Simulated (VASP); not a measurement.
# Mg4H in VASP: notebook, part 2 of 2

VASP 6.6.1. The steps go on from the part before.

**6. Single point, PBEsol**

Contents of INCAR:

```
ALGO     = Normal         # electronic algorithm
DIPOL    = 0.5 0.5 0.496
EDIFF    = 1E-7           # SCF threshold, eV
ENCUT    = 520            # plane-wave cutoff, eV
GGA      = PS             # functional
IDIPOL   = 3            
ISIF     = 2              # what is computed and relaxed
ISMEAR   = 0              # smearing method
LASPH    = T              # aspherical terms in the spheres
LCHARG   = T              # write CHGCAR
LDIPOL   = T            
LELF     = T              # ELF
LREAL    = F              # projectors in reciprocal space
LVACPOTAV= T            
LVHAR    = T            
LWAVE    = F              # write WAVECAR
NBANDS   = 12             # bands
NELM     = 80             # most SCF steps
PREC     = Accurate       # precision mode
SIGMA    = 0.1            # smearing width, eV
```

Contents of KPOINTS:

```
k-points
0
Gamma
  9 9 1
```

Contents of POSCAR:

```
Mg4H
1.0
    3.1837023370      0.0000000000      0.0000000000
   -1.5918511685      2.7571671019      0.0000000000
    0.0000000000      0.0000000000     26.7081898776
Mg H
4 1
Direct
    0.6666666667      0.3333333333      0.3182544395
    0.3333333333      0.6666666666      0.4146106426
    0.6666666667      0.3333333333      0.5090329198
    0.3333333333      0.6666666666      0.6065324327
    0.3333333333      1.1666666666      0.6334299997
```

Potentials or basis: VASP PAW PBE potentials, release 64 (Mg, H).

Command:

```console
> cat potpaw_PBE.64/Mg/POTCAR potpaw_PBE.64/H/POTCAR > POTCAR
> mpirun -np 1 vasp_std > vasp.out
```

OUTCAR:

```text
EDIFF = 1E-7
   ENCUT = 520
   GGA = PS
   ISIF = 2
   ISMEAR = 0
   LASPH = T
   LREAL = F
   NELM = 80
   PREC = Accurate

 ion  position               nearest neighbor table
   1  0.667  0.333  0.318-   2 3.16   2 3.16   2 3.16
   2  0.333  0.667  0.415-   3 3.12   3 3.12   3 3.12   1 3.16   1 3.16   1 3.16
   3  0.667  0.333  0.509-   2 3.12   2 3.12   2 3.12   4 3.19   4 3.19   4 3.19
   4  0.333  0.667  0.607-   5 1.75   5 1.75   3 3.19   3 3.19   3 3.19
   5  0.333  0.167  0.633-   4 1.75   4 1.75

  LATTYP: Found a hexagonal cell.
 ALAT       =     3.1837023370
 C/A-ratio  =     8.3890348564

  Lattice vectors:

 A1 = (   3.1837023370,   0.0000000000,   0.0000000000)
 A2 = (  -1.5918511685,   2.7571671019,   0.0000000000)
 A3 = (   0.0000000000,   0.0000000000,  26.7081898776)

Analysis of symmetry for initial positions (statically):
=====================================================================
 Subroutine PRICEL returns:
 Original cell was already a primitive cell.

 Routine SETGRP: Setting up the symmetry group for a
 hexagonal supercell.

 Subroutine GETGRP returns: Found  2 space group operations
 (whereof  2 operations were pure point group operations)
 out of a pool of 24 trial point group operations.

The static configuration has the point symmetry C_1h.

Analysis of symmetry for dynamics (positions and initial velocities):
=====================================================================
 Subroutine PRICEL returns:
 Original cell was already a primitive cell.

 Routine SETGRP: Setting up the symmetry group for a
 hexagonal supercell.

 Subroutine GETGRP returns: Found  2 space group operations
 (whereof  2 operations were pure point group operations)
 out of a pool of 24 trial point group operations.

The dynamic configuration has the point symmetry C_1h.

 Subroutine INISYM returns: Found  2 space group operations
 (whereof  2 operations are pure point group operations),
 and found     1 'primitive' translations

----------------------------------------------------------------------------------------

                                     Primitive cell

  volume of cell :     234.4445

  direct lattice vectors                    reciprocal lattice vectors
     3.183702337  0.000000000  0.000000000     0.314099716  0.181345556  0.000000000
    -1.591851169  2.757167102  0.000000000     0.000000000  0.362691111  0.000000000
     0.000000000  0.000000000 26.708189878     0.000000000  0.000000000  0.037441699

  length of vectors
     3.183702337  3.183702337 26.708189878     0.362691111  0.362691111  0.037441699

  position of ions in fractional coordinates (direct lattice)
     0.666666667  0.333333333  0.318254440
     0.333333333  0.666666667  0.414610643
     0.666666667  0.333333333  0.509032920
     0.333333333  0.666666667  0.606532433
     0.333333333  0.166666667  0.633430000

  ion indices of the primitive-cell ions
   primitive index   ion index
                 1           1
                 2           2
                 3           3
                 4           4
                 5           5

[... 51 lines left out ...]
  0.444444  0.333333  0.000000      4.000000
   k-points           NKPTS =     25   k-points in BZ     NKDIM =     25   number of bands    NBANDS=     12
   number of dos      NEDOS =    301   number of ions     NIONS =      5
   total plane-waves  NPLWV = 115200
   dimension x,y,z NGX =    24 NGY =   24 NGZ =  200
   dimension x,y,z NGXF=    48 NGYF=   48 NGZF=  400
   ions per type =               4   1
   NGX,Y,Z   is equivalent  to a cutoff of  12.53, 12.53, 12.45 a.u.
   NGXF,Y,Z  is equivalent  to a cutoff of  25.06, 25.06, 24.90 a.u.
 SYSTEM =  unknown system
   PREC   = accura    normal or accurate (medium, high low for compatibility)
   ISTART =      0    job   : 0-new  1-cont  2-samecut
   ICHARG =      2    charge: 1-file 2-atom 10-const
   ISPIN  =      1    spin polarized calculation?
   LNONCOLLINEAR =      F non collinear calculations
   LSORBIT =      F    spin-orbit coupling
   LASPH  =      T    aspherical Exc in radial PAW
   ENCUT  =  520.0 eV  38.22 Ry    6.18 a.u.   5.92  5.92 49.66*2*pi/ulx,y,z
   NELM   =     80;   NELMIN=  2; NELMDL= -5     # of ELM steps
   EDIFF  = 0.1E-06   stopping-criterion for ELM
   LREAL  =      F    real-space projection
   EDIFFG = 0.1E-05   stopping-criterion for IOM
   NSW    =      0    number of steps for IOM
   IBRION =     -1    ionic relax: 0-MD 1-quasi-New 2-CG
   NFREE  =      0    steps in history (QN), initial steepest desc. (CG)
   ISIF   =      2    stress and relaxation
   ISYM   =      2    0-nonsym 1-usesym 2-fastsym
   POTIM  = 0.5000    time-step for ionic-motion
   TEBEG  =    0.0;   TEEND  =   0.0 temperature during run
   PSTRESS=    0.0 pullay stress
   NELECT =       9.0000    total number of electrons
   NUPDOWN=      -1.0000    fix difference up-down
   EMIN   =  10.00;   EMAX   =-10.00  energy-range for DOS
   EFERMI =   0.00;   METHOD = LEGACY
   ISMEAR =     0;   SIGMA  =   0.10  broadening in eV -4-tet -1-fermi 0-gaus
   EFERMI_NEDOS =   21; number of points for ismear=-14 and -15
   IALGO  =     38    algorithm
   IMIX   =      4    mixing-type and parameters
     AMIX     =   0.40;   BMIX     =  1.00
     AMIX_MAG =   1.60;   BMIX_MAG =  1.00
  volume/ion in A,a.u.               =      46.89       316.42
  Fermi-wavevector in a.u.,A,eV,Ry     =   0.552258  1.043617  4.149632  0.304989
  Thomas-Fermi vector in A             =   1.584620
   LORBIT       =      0    0 simple, 1 ext, 2 COOP (PROOUT), +10 PAW based schemes
   GGA     = PS    functional components
   LHFCALC =     F    Hartree Fock is set to
   AEXX    =    0.0000 exact exchange contribution
   IVDW    =     0    specifies the selected vdW correction
   LEPSILON=     F    determine dielectric tensor
   LRPA    =     F    only Hartree local field effects (RPA)
 non-spin polarized calculation
 Gauss-broadening in eV      SIGMA  =   0.10
  energy-cutoff  :      520.00
  volume of cell :      234.44
 maximum number of plane-waves:      6354
   NGX = 11   NGY = 11   NGZ = 99

 dipolmoment           0.000000      0.000000      0.002320 electrons x Angstroem

 number of electron       9.0000001 magnetization

 dipolmoment           0.000000      0.000000     -0.031516 electrons x Angstroem

 Free energy of the ion-electron system (eV)
  ---------------------------------------------------
  ext. energy  EPLUGINS =         0.00000000
  ---------------------------------------------------
  free energy    TOTEN  =        -9.32931404 eV

  energy without entropy =       -9.31713028  energy(sigma->0) =       -9.32322216

 E-fermi :  -0.9296     XC(G=0):  -3.9850

 val. band max:       -0.9456098045   @ k =   0.2222   0.1111   0.0000
 cond. band min:      -0.9180446775   @ k =  -0.3333   0.2222   0.0000
 fundamental gap:      0.0275651271
 Fermi energy:        -0.9296002860

 k-point     1 :       0.0000    0.0000    0.0000
  band No.  band energies     occupation
      1      -8.7838      2.00000
      2      -7.4552      2.00000
      3      -6.2314      2.00000
      4      -4.4390      2.00000
      5      -2.4345      2.00000
      6       0.0416      0.00000
      7       1.4931      0.00000
      8       2.3741      0.00000
      9       2.5607      0.00000
     10       3.6508      0.00000
     11       3.7604      0.00000
     12       5.2182      0.00000
[... 331 lines left out ...]
 k-point    24 :       0.4444    0.3333    0.0000
  band No.  band energies     occupation
      1      -5.7276      2.00000
      2      -3.0372      2.00000
      3      -2.1054      2.00000
      4      -1.1530      1.99842
      5      -0.6885      0.00065
      6      -0.0243      0.00000
      7       0.4143      0.00000
      8       1.0077      0.00000
      9       1.7756      0.00000
     10       2.0121      0.00000
     11       2.5180      0.00000
     12       2.9396      0.00000

 [... further k-points ...]
[... 5 lines left out ...]
  --------------------------------------------------------------------------------------
  -------------------------------------------------------------------------------------
  Total       -0.0147730      0.6412862      0.6616850     -0.5681640     -0.1924953     -0.3334117
  in kB       -0.1009577      4.3825057      4.5219092     -3.8827932     -1.3154999     -2.2785124
  external PRESSURE =       2.9344858 kB  Pullay stress =       0.0000000 kB

 VOLUME and BASIS-vectors are now :
 -----------------------------------------------------------------------------
  energy-cutoff  :      520.00
  volume of cell :      234.44
      direct lattice vectors                 reciprocal lattice vectors
     3.183702337  0.000000000  0.000000000     0.314099716  0.181345556  0.000000000
    -1.591851169  2.757167102  0.000000000     0.000000000  0.362691111  0.000000000
     0.000000000  0.000000000 26.708189878     0.000000000  0.000000000  0.037441699

 POSITION                                       TOTAL-FORCE (eV/Angst)
 -----------------------------------------------------------------------------------
      1.59185      0.91906      8.50000         0.016005      0.009240     -0.019607
     -0.00000      1.83811     11.07350         0.001527      0.000881     -0.013773
      1.59185      0.91906     13.59535         0.057432      0.033159      0.090991
     -0.00000      1.83811     16.19938        -0.001490     -0.000860     -1.018001
      0.79593      0.45953     16.91777        -0.073474     -0.042420      0.960390
 -----------------------------------------------------------------------------------
    total drift:                               -0.000055     -0.000032      0.000118

  FREE ENERGIE OF THE ION-ELECTRON SYSTEM (eV)
  ---------------------------------------------------
  free  energy   TOTEN  =        -9.3293140416 eV

  energy  without entropy=       -9.3171302751  energy(sigma->0) =       -9.32322216

 vacuum level on the upper side and lower side of the slab         2.184         2.833
```

It took 1.8 min on 1 thread of Intel Xeon Platinum 8375C at 2.90GHz (Ice Lake), shared host; peak memory 0.35 GiB.

What came out:

| Property | Result |
| --- | --- |
| Free energy | -9.3293 eV |
| Largest force | 1.018 eV/Å |

Forces on the atoms (eV/Å):
```
Mg   0.016  0.009 -0.020
Mg   0.002  0.001 -0.014
Mg   0.057  0.033  0.091
Mg  -0.001 -0.001 -1.018
H   -0.073 -0.042  0.960
```

Caveat: the PAW data sets were made with another functional, which shifts forces and pressure a little.
